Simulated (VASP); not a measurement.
Write the native input for VASP 6.6.1 that does the following.

* Task: relaxation of cell and atoms
* Functional: PBE
* Potentials or basis: VASP PAW PBE potentials, release 64 (Cs_sv, As_d, Au_sv_GW)
* Cutoff: 600 eV
* k mesh: 4 × 4 × 4
* Occupations: gaussian, width 0.1 eV
* Spin: no spin polarisation
* Dipole correction: no
* Further INCAR settings: ALGO = Normal; EDIFF = 1e-07; IBRION = 2; EDIFFG = -0.04; NSW = 90; ISIF = 3

The structure of Cs3AsAu lies in POSCAR:

```
Cs3AsAu
1.0
    6.0679754800      0.0000000000      0.0000000000
    0.0000000000      6.0679754800      0.0000000000
    0.0000000000      0.0000000000      6.0679754800
Cs As Au
3 1 1
Direct
    0.5000000000      0.0000000000      0.0000000000
    0.0000000000      0.5000000000      0.0000000000
    0.0000000000      0.0000000000      0.5000000000
    0.0000000000      0.0000000000      0.0000000000
    0.5000000000      0.5000000000      0.5000000000
```

The cell was generated, and may not be a known phase.

The input as run:

INCAR

```
SYSTEM = Cs3AsAu
PREC     = Accurate       ! precision mode
ENCUT    = 600            ! plane-wave cutoff, eV
EDIFF    = 1E-7           ! SCF threshold, eV
ISMEAR   = 0              ! smearing method
SIGMA    = 0.1            ! smearing width, eV
LREAL    = .False.        ! projectors in reciprocal space
LASPH    = .True.         ! aspherical terms in the spheres
NELM     = 120            ! most SCF steps
ALGO     = Normal         ! electronic algorithm
ISIF     = 3              ! what is computed and relaxed
LWAVE    = .False.        ! write WAVECAR
LCHARG   = .False.        ! write CHGCAR
GGA      = PE             ! functional
IBRION   = 2              ! ionic algorithm
NSW      = 90             ! ionic steps
EDIFFG   = -0.04          ! ionic threshold
GGA_COMPAT= .False.      
NELMIN   = 4
```

KPOINTS

```
Automatic mesh
0
Gamma
  4 4 4
  0 0 0
```

Potentials or basis: VASP PAW PBE potentials, release 64 (Cs_sv, As_d, Au_sv_GW).

Run with:

```bash
$ cat potpaw_PBE.64/Cs_sv/POTCAR potpaw_PBE.64/As_d/POTCAR potpaw_PBE.64/Au_sv_GW/POTCAR > POTCAR
$ mpirun -np 1 vasp_std > vasp.out
```

Results of the run:

| Item | Value |
| --- | --- |
| Relaxed volume | 63.66 Å³/atom |
| Relaxed cell | a = 6.828 Å, b = 6.828 Å, c = 6.828 Å, α = 90.00°, β = 90.00°, γ = 90.00° |
| Space group after relaxing (to 0.1 Å) | Pm-3m (No. 221) |
| Energy gained by relaxing | 268.5 meV/atom |
| Ionic steps | 4 |
| Pressure after relaxing | 0.0 GPa |
| Band gap on the k mesh | zero (an odd number of electrons rules out a gap without spin polarisation) |

Caveat: the volume moved by over 15 % at a fixed basis, so the end points are rough; spin-orbit coupling is left out, which moves the levels of the heavy elements.

Run time: 4.2 min on 1 thread of Intel(R) Xeon(R) 6975P-C (Granite Rapids) (shared host), peak memory 0.41 GiB.
